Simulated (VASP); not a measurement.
# Na (P6_3/mmc) in VASP: single point with LDA

Aim: the single point of Na with LDA.

Program: VASP 6.6.1. These are calculated values, not measurements. Logs are shortened: lines on timing, memory, paths and dates and some standing lists are left out, and cuts for length are marked.

## Step 1: The cell of the first run

It takes space group P6_3/mmc (No. 194, hexagonal). Conventional cell: a = 3.767 Å, b = 3.767 Å, c = 6.154 Å, α = 90.00°, β = 90.00°, γ = 120.00°. Within 4.9 Å of Na (site symmetry -6m2) lie 12 Na at 3.77 Å.

This isn't the form of Na at room conditions, which is bcc.

## Step 2: Single point, LDA

The input, INCAR:

```
PREC = Accurate
ENCUT = 500
EDIFF = 1E-6
ISMEAR = -1
SIGMA = 0.05
LREAL = False
LASPH = True
NELM = 120
ALGO = Normal
ISIF = 2
LWAVE = False
LCHARG = True
GGA = CA
LELF = True
LVHAR = True
NBANDS = 14
GGA_COMPAT = False
```

The input, KPOINTS:

```
Automatic mesh
0
Gamma
  5 5 3
```

The input, POSCAR:

```
Na
1.0
    3.7670000000      0.0000000000      0.0000000000
   -1.8835000000      3.2623200000      0.0000000000
    0.0000000000      0.0000000000      6.1540000000
Na
2
Direct
    0.3333333333      0.6666666667      0.2500000000
    0.6666666667      0.3333333333      0.7500000000
```

Potentials or basis: VASP PAW LDA potentials, release 64 (Na_pv).

Run with:

```bash
$ cat potpaw_LDA.64/Na_pv/POTCAR > POTCAR
$ mpirun -np 1 vasp_std > vasp.out
```

OUTCAR:

```text
PREC = Accurate
   ENCUT = 500
   EDIFF = 1E-6
   ISMEAR = -1
   LREAL = False
   LASPH = True
   NELM = 120
   ISIF = 2
   GGA = CA

 ion  position               nearest neighbor table
   1  0.333  0.667  0.250-
   2  0.667  0.333  0.750-

  LATTYP: Found a hexagonal cell.
 ALAT       =     3.7670000000
 C/A-ratio  =     1.6336607380

  Lattice vectors:

 A1 = (   3.7670000000,   0.0000000000,   0.0000000000)
 A2 = (  -1.8835000000,   3.2623200000,   0.0000000000)
 A3 = (   0.0000000000,   0.0000000000,   6.1540000000)

Analysis of symmetry for initial positions (statically):
=====================================================================
 Subroutine PRICEL returns:
 Original cell was already a primitive cell.

 Routine SETGRP: Setting up the symmetry group for a
 hexagonal supercell.

 Subroutine GETGRP returns: Found 24 space group operations
 (whereof 12 operations were pure point group operations)
 out of a pool of 24 trial point group operations.

The static configuration has the point symmetry D_3d.
 The point group associated with its full space group is D_6h.

Analysis of symmetry for dynamics (positions and initial velocities):
=====================================================================
 Subroutine PRICEL returns:
 Original cell was already a primitive cell.

 Routine SETGRP: Setting up the symmetry group for a
 hexagonal supercell.

 Subroutine GETGRP returns: Found 24 space group operations
 (whereof 12 operations were pure point group operations)
 out of a pool of 24 trial point group operations.

The dynamic configuration has the point symmetry D_3d.
 The point group associated with its full space group is D_6h.

 Subroutine INISYM returns: Found 24 space group operations
 (whereof 12 operations are pure point group operations),
 and found     1 'primitive' translations

----------------------------------------------------------------------------------------

                                     Primitive cell

  volume of cell :      75.6275

  direct lattice vectors                    reciprocal lattice vectors
     3.767000000  0.000000000  0.000000000     0.265463233  0.153265161  0.000000000
    -1.883500000  3.262320000  0.000000000     0.000000000  0.306530322  0.000000000
     0.000000000  0.000000000  6.154000000     0.000000000  0.000000000  0.162495938

  length of vectors
     3.767000000  3.767001995  6.154000000     0.306530484  0.306530322  0.162495938

  position of ions in fractional coordinates (direct lattice)
     0.333333333  0.666666667  0.250000000
     0.666666667  0.333333333  0.750000000

  ion indices of the primitive-cell ions
   primitive index   ion index
                 1           1
                 2           2

----------------------------------------------------------------------------------------

 KPOINTS: Automatic mesh

Automatic generation of k-mesh.
 Grid dimensions read from file:
 generate k-points for:    5    5    3

 Generating k-lattice:

  Cartesian coordinates                     Fractional coordinates (reciprocal lattice)
     0.053092647  0.030653032  0.000000000     0.200000000 -0.000000000  0.000000000
     0.000000000  0.061306064  0.000000000     0.000000000  0.200000000  0.000000000
     0.000000000  0.000000000  0.054165313     0.000000000  0.000000000  0.333333333

  Length of vectors
     0.061306097  0.061306064  0.054165313

  Shift w.r.t. Gamma in fractional coordinates (k-lattice)
     0.000000000  0.000000000  0.000000000

 Subroutine IBZKPT returns following result:
 ===========================================

 Found     10 irreducible k-points:

 Following reciprocal coordinates:
            Coordinates               Weight
  0.000000  0.000000  0.000000      1.000000
  0.200000 -0.000000  0.000000      6.000000
  0.400000  0.000000  0.000000      6.000000
  0.200000  0.200000  0.000000      6.000000
  0.400000  0.200000  0.000000      6.000000
  0.000000  0.000000  0.333333      2.000000
  0.200000 -0.000000  0.333333     12.000000
  0.400000  0.000000  0.333333     12.000000
  0.200000  0.200000  0.333333     12.000000
  0.400000  0.200000  0.333333     12.000000
   k-points           NKPTS =     10   k-points in BZ     NKDIM =     10   number of bands    NBANDS=     14
   number of dos      NEDOS =    301   number of ions     NIONS =      2
   total plane-waves  NPLWV =  37632
   dimension x,y,z NGX =    28 NGY =   28 NGZ =   48
   dimension x,y,z NGXF=    56 NGYF=   56 NGZF=   96
   ions per type =               2
   NGX,Y,Z   is equivalent  to a cutoff of  12.36, 12.36, 12.97 a.u.
   NGXF,Y,Z  is equivalent  to a cutoff of  24.71, 24.71, 25.93 a.u.
 SYSTEM =  unknown system
   PREC   = accura    normal or accurate (medium, high low for compatibility)
   ISTART =      0    job   : 0-new  1-cont  2-samecut
   ICHARG =      2    charge: 1-file 2-atom 10-const
   ISPIN  =      1    spin polarized calculation?
   LNONCOLLINEAR =      F non collinear calculations
   LSORBIT =      F    spin-orbit coupling
   LASPH  =      T    aspherical Exc in radial PAW
   ENCUT  =  500.0 eV  36.75 Ry    6.06 a.u.   6.87  6.87 11.22*2*pi/ulx,y,z
   NELM   =    120;   NELMIN=  2; NELMDL= -5     # of ELM steps
   EDIFF  = 0.1E-05   stopping-criterion for ELM
   LREAL  =      F    real-space projection
   EDIFFG = 0.1E-04   stopping-criterion for IOM
   NSW    =      0    number of steps for IOM
   IBRION =     -1    ionic relax: 0-MD 1-quasi-New 2-CG
   NFREE  =      0    steps in history (QN), initial steepest desc. (CG)
   ISIF   =      2    stress and relaxation
   ISYM   =      2    0-nonsym 1-usesym 2-fastsym
   POTIM  = 0.5000    time-step for ionic-motion
   TEBEG  =    0.0;   TEEND  =   0.0 temperature during run
   PSTRESS=    0.0 pullay stress
   NELECT =      14.0000    total number of electrons
   NUPDOWN=      -1.0000    fix difference up-down
   EMIN   =  10.00;   EMAX   =-10.00  energy-range for DOS
   EFERMI =   0.00;   METHOD = LEGACY
   ISMEAR =    -1;   SIGMA  =   0.05  broadening in eV -4-tet -1-fermi 0-gaus
   EFERMI_NEDOS =   21; number of points for ismear=-14 and -15
   IALGO  =     38    algorithm
   IMIX   =      4    mixing-type and parameters
     AMIX     =   0.40;   BMIX     =  1.00
     AMIX_MAG =   1.60;   BMIX_MAG =  1.00
  volume/ion in A,a.u.               =      37.81       255.18
  Fermi-wavevector in a.u.,A,eV,Ry     =   0.933020  1.763152 11.844230  0.870526
  Thomas-Fermi vector in A             =   2.059678
   LORBIT       =      0    0 simple, 1 ext, 2 COOP (PROOUT), +10 PAW based schemes
   GGA     = CA    functional components
   LHFCALC =     F    Hartree Fock is set to
   AEXX    =    0.0000 exact exchange contribution
   IVDW    =     0    specifies the selected vdW correction
   LEPSILON=     F    determine dielectric tensor
   LRPA    =     F    only Hartree local field effects (RPA)
 non-spin polarized calculation
  energy-cutoff  :      500.00
  volume of cell :       75.63
 maximum number of plane-waves:      1927
 NGX is ok and might be reduce to    28
   NGX = 13   NGY = 13   NGZ = 23

 number of electron      14.0000012 magnetization

 Free energy of the ion-electron system (eV)
  ---------------------------------------------------
  ext. energy  EPLUGINS =         0.00000000
  ---------------------------------------------------
  free energy    TOTEN  =        -2.94800793 eV

  energy without entropy =       -2.93780963  energy(sigma->0) =       -2.94290878

 E-fermi :   0.2922     XC(G=0):  -6.6720

 val. band max:       -0.4123653732   @ k =   0.4000   0.0000   0.3333
 cond. band min:       0.3268976743   @ k =   0.2000   0.2000   0.3333
 fundamental gap:      0.7392630475
 Fermi energy:         0.2922200636

 k-point     1 :       0.0000    0.0000    0.0000
  band No.  band energies     occupation
      1     -24.8842      2.00000
      2     -24.8561      2.00000
      3     -24.8561      2.00000
      4     -24.8514      2.00000
      5     -24.8514      2.00000
      6     -24.8511      2.00000
      7      -3.1362      2.00000
      8       0.6836      0.00080
      9       0.9967      0.00000
     10       9.9469      0.00000
     11       9.9469      0.00000
     12      10.2157      0.00000
     13      10.2157      0.00000
     14      10.4789      0.00000

 k-point     2 :       0.2000   -0.0000    0.0000
  band No.  band energies     occupation
      1     -24.8802      2.00000
      2     -24.8647      2.00000
      3     -24.8602      2.00000
      4     -24.8588      2.00000
      5     -24.8529      2.00000
      6     -24.8527      2.00000
      7      -2.5548      2.00000
      8       1.2024      0.00000
      9       1.5604      0.00000
     10       5.7286      0.00000
     11       8.1631      0.00000
     12       8.2994      0.00000
     13       9.0984      0.00000
     14      10.1765      0.00000

 k-point     3 :       0.4000    0.0000    0.0000
  band No.  band energies     occupation
      1     -24.8790      2.00000
      2     -24.8741      2.00000
      3     -24.8718      2.00000
      4     -24.8630      2.00000
      5     -24.8574      2.00000
      6     -24.8556      2.00000
      7      -0.8477      2.00000
      8       1.8421      0.00000
      9       2.7682      0.00000
     10       3.3649      0.00000
     11       5.4012      0.00000
     12       5.7886      0.00000
     13       7.2069      0.00000
     14       8.1791      0.00000

 k-point     4 :       0.2000    0.2000    0.0000
  band No.  band energies     occupation
      1     -24.8738      2.00000
      2     -24.8723      2.00000
      3     -24.8721      2.00000
      4     -24.8625      2.00000
      5     -24.8581      2.00000
      6     -24.8561      2.00000
      7      -1.4108      2.00000
      8       2.2449      0.00000
      9       2.5629      0.00000
     10       3.9595      0.00000
     11       4.4395      0.00000
     12       7.3959      0.00000
     13       7.6521      0.00000
     14       7.9896      0.00000

 k-point     5 :       0.4000    0.2000    0.0000
  band No.  band energies     occupation
      1     -24.8787      2.00000
      2     -24.8737      2.00000
      3     -24.8683      2.00000
      4     -24.8673      2.00000
      5     -24.8617      2.00000
      6     -24.8607      2.00000
      7       0.7660      0.00015
      8       0.8450      0.00003
      9       3.3634      0.00000
     10       4.3078      0.00000
     11       4.3829      0.00000
     12       4.7098      0.00000
     13       5.6917      0.00000
     14       6.9969      0.00000

 k-point     6 :       0.0000    0.0000    0.3333
  band No.  band energies     occupation
      1     -24.8760      2.00000
      2     -24.8594      2.00000
      3     -24.8549      2.00000
      4     -24.8549      2.00000
      5     -24.8526      2.00000
      6     -24.8526      2.00000
      7      -2.6817      2.00000
      8      -1.3413      2.00000
      9       3.7945      0.00000
     10       7.4418      0.00000
     11      10.2751      0.00000
     12      10.2751      0.00000
     13      10.4586      0.00000
     14      10.4586      0.00000

 k-point     7 :       0.2000   -0.0000    0.3333
  band No.  band energies     occupation
      1     -24.8753      2.00000
      2     -24.8654      2.00000
      3     -24.8616      2.00000
      4     -24.8573      2.00000
      5     -24.8558      2.00000
      6     -24.8544      2.00000
      7      -2.1053      2.00000
      8      -0.7790      2.00000
      9       4.2809      0.00000
     10       6.1381      0.00000
     11       7.1649      0.00000
     12       7.9569      0.00000
     13       8.5379      0.00000
     14       9.5025      0.00000

 k-point     8 :       0.4000    0.0000    0.3333
  band No.  band energies     occupation
      1     -24.8817      2.00000
      2     -24.8785      2.00000
      3     -24.8641      2.00000
      4     -24.8611      2.00000
      5     -24.8579      2.00000
      6     -24.8575      2.00000
      7      -0.4124      2.00000
      8       0.8622      0.00002
      9       2.3634      0.00000
     10       3.5947      0.00000
     11       5.8843      0.00000
     12       7.5807      0.00000
     13       7.6960      0.00000
     14       8.7034      0.00000

 k-point     9 :       0.2000    0.2000    0.3333
  band No.  band energies     occupation
      1     -24.8774      2.00000
      2     -24.8746      2.00000
      3     -24.8642      2.00000
      4     -24.8635      2.00000
      5     -24.8591      2.00000
      6     -24.8562      2.00000
      7      -0.9706      2.00000
      8       0.3269      0.66649
      9       4.3403      0.00000
     10       4.4040      0.00000
     11       5.3231      0.00000
     12       5.9026      0.00000
     13       6.1743      0.00000
     14       9.2493      0.00000

 k-point    10 :       0.4000    0.2000    0.3333
  band No.  band energies     occupation
      1     -24.8805      2.00000
      2     -24.8783      2.00000
      3     -24.8691      2.00000
      4     -24.8649      2.00000
      5     -24.8602      2.00000
      6     -24.8575      2.00000
      7       1.1691      0.00000
      8       1.2566      0.00000
      9       2.4946      0.00000
     10       2.5515      0.00000
     11       4.0764      0.00000
     12       5.2540      0.00000
     13       7.5412      0.00000
     14       7.9078      0.00000

------------------------ aborting loop because EDIFF is reached ----------------------------------------

  FORCE on cell =-STRESS in cart. coord.  units (eV):
  Direction    XX          YY          ZZ          XY          YZ          ZX
  --------------------------------------------------------------------------------------
  -------------------------------------------------------------------------------------
  Total       -0.4623067     -0.4623073     -0.4193164      0.0000000      0.0000000      0.0000000
  in kB       -9.7940220     -9.7940359     -8.8832674      0.0000000      0.0000000      0.0000000
  external PRESSURE =      -9.4904418 kB  Pullay stress =       0.0000000 kB

 VOLUME and BASIS-vectors are now :
 -----------------------------------------------------------------------------
  energy-cutoff  :      500.00
  volume of cell :       75.63
      direct lattice vectors                 reciprocal lattice vectors
     3.767000000  0.000000000  0.000000000     0.265463233  0.153265161  0.000000000
    -1.883500000  3.262320000  0.000000000     0.000000000  0.306530322  0.000000000
     0.000000000  0.000000000  6.154000000     0.000000000  0.000000000  0.162495938

 POSITION                                       TOTAL-FORCE (eV/Angst)
 -----------------------------------------------------------------------------------
     -0.00000      2.17488      1.53850         0.000000      0.000000      0.000000
      1.88350      1.08744      4.61550        -0.000000      0.000000     -0.000000
 -----------------------------------------------------------------------------------
    total drift:                               -0.000000      0.000000      0.000000

  FREE ENERGIE OF THE ION-ELECTRON SYSTEM (eV)
  ---------------------------------------------------
  free  energy   TOTEN  =        -2.9480079272 eV

  energy  without entropy=       -2.9378096255  energy(sigma->0) =       -2.94290878
```

It took 7.1 s on 1 thread of AMD EPYC 7R43 (Zen 3), shared host; peak memory 0.11 GiB.

Results:

```
Free energy            : -2.9480 eV
Pressure               : -0.9 GPa
Band gap on the k mesh : zero (bands 7 and 8 overlap by 2.51 eV)
```

Levels at points of the mesh, in eV from the Fermi level:
| k point | band 3 | band 4 | band 5 | band 6 | band 7 | band 8 | band 9 | band 10 | band 11 | band 12 |
| --- | --- | --- | --- | --- | --- | --- | --- | --- | --- | --- |
| (0.00, 0.00, 0.00) | -25.15 | -25.14 | -25.14 | -25.14 | -3.43 | 0.39 | 0.70 | 9.65 | 9.65 | 9.92 |

Caveat: the k points lie up to 0.39 Å⁻¹ apart, too coarse for converged energies and pressures of a metal.

The gap in the log of VASP goes by the Fermi energy; the results here count the filled bands.